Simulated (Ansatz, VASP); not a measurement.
## One calculation of BN, two programs

```
B N
1.0
     2.50611    0.00000    0.00000
    -1.25306    2.17036    0.00000
     0.00000    0.00000    6.59240
B N
2 2
Direct
  0.95220 0.01967 0.50000
  0.39454 0.67361 0.00000
  0.05478 0.99464 0.00000
  0.60154 0.31815 0.50000
```

Change from the starting cell: mode 4 frozen in at -0.145 Å and mode 10 at +0.043 Å (largest displacements).

Alike in both runs: task single point; functional PBE; dispersion D3(BJ); k mesh 12 × 12 × 4; occupations methfessel-paxton of order 1, width 0.05 eV; no spin polarisation.

|  | VASP | Ansatz |
| --- | --- | --- |
| version | VASP 6.6.1 | Ansatz 0.2.0 |
| potentials or method | VASP PAW PBE potentials, release 64 (B, N), cutoff 520 eV | scalar-relativistic, plane waves, PAW |
| valence electrons in the cell | 16 | 16 |

```csv
,VASP,Ansatz,Ansatz less VASP
gap on the k mesh at the Fermi level (eV),3.80,3.81,+0.007
least direct gap on the mesh (eV),4.16,4.17,+0.006
pressure (GPa),1.2,1.2,-0.02
"traceless stress, the component that is largest in VASP (GPa)",5.84,5.75,-0.097
rms of the force components (eV/Å),1.204,1.207,+0.0031
```

Atom by atom the forces differ by 0.003 eV/Å (rms over components).
